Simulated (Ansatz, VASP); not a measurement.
## One calculation of Bi, two programs

File INCAR:

```
  ALGO = Normal
  EDIFF = 1E-8
  ENCUT = 520
  GGA = PE
  ISIF = 2
  ISMEAR = -1
  KPAR = 4
  LASPH = T
  LCHARG = F
  LEFG = T
  LREAL = F
  LWAVE = F
  NBANDS = 22
  NELM = 60
  PREC = Accurate
  SIGMA = 0.03
```

File KPOINTS:

```
k-points
0
Gamma
  11 11 11
```

The input POSCAR:

```
Bi
1.0
    2.3519944330      1.4057219714      4.0077797498
   -2.1940049238      1.3375319810      3.9395897595
    0.0199404907     -2.5653239523      3.9146304907
Bi
2
Direct
    0.2338900000      0.2338900000      0.2338900000
    0.7661100000      0.7661100000      0.7661100000
```

Input for Ansatz:

```yaml
crystal:
  lattice:
    - [2.351994433, 1.4057219714, 4.0077797498]
    - [-2.1940049238, 1.337531981, 3.9395897595]
    - [0.0199404907, -2.5653239523, 3.9146304907]
  atoms:
    - { symbol: Bi, position: [0.23389, 0.23389, 0.23389] }
    - { symbol: Bi, position: [0.76611, 0.76611, 0.76611] }
kpoints:
  mp_grid: { grid: [11, 11, 11] }
scf:
  occupations: { method: fermi_dirac, width: 0.03 }
hamiltonian:
  xc: pbe
  pseudopotentials: { kind: paw }
output:
  forces: true
  stress: true
  eigenvalues: true
  efg: { contact_densities: true }
```

Change from the starting cell: equal xy, yz and zx shear strains of +3 %, PAW files.

Alike in both runs: task electric field gradients; functional PBE; k mesh 11 × 11 × 11; occupations fermi-dirac, width 0.03 eV; no spin polarisation.

|  | VASP | Ansatz |
| --- | --- | --- |
| version | VASP 6.6.1 | Ansatz 0.2.0 |
| potentials or method | VASP PAW PBE potentials, release 64 (Bi_d) | PAW with Ansatz's default frozen-core files, scalar-relativistic |
| plane-wave cutoff (eV) | 520 | 420 |
| valence electrons in the cell | 30 | 30 |

Ansatz gave:

```
pressure (GPa)                                                : 1.9
traceless stress, the component that is largest in VASP (GPa) : -1.36
rms of the force components (eV/Å)                            : 0.158
size of Vzz on the site where it differs most (V/Å²)          : 59.4
```

Task: Estimate VASP's values.

Result: Pressure (GPa): 1.8; traceless stress, the component that is largest in VASP (GPa): -1.35; rms of the force components (eV/Å): 0.162; size of Vzz on the site where it differs most (V/Å²): 57.8.

Atom by atom the forces differ by 0.005 eV/Å (rms over components). The functional is the same, so the differences come from potentials, cutoffs and numerics.

Neither program's run includes spin-orbit coupling.
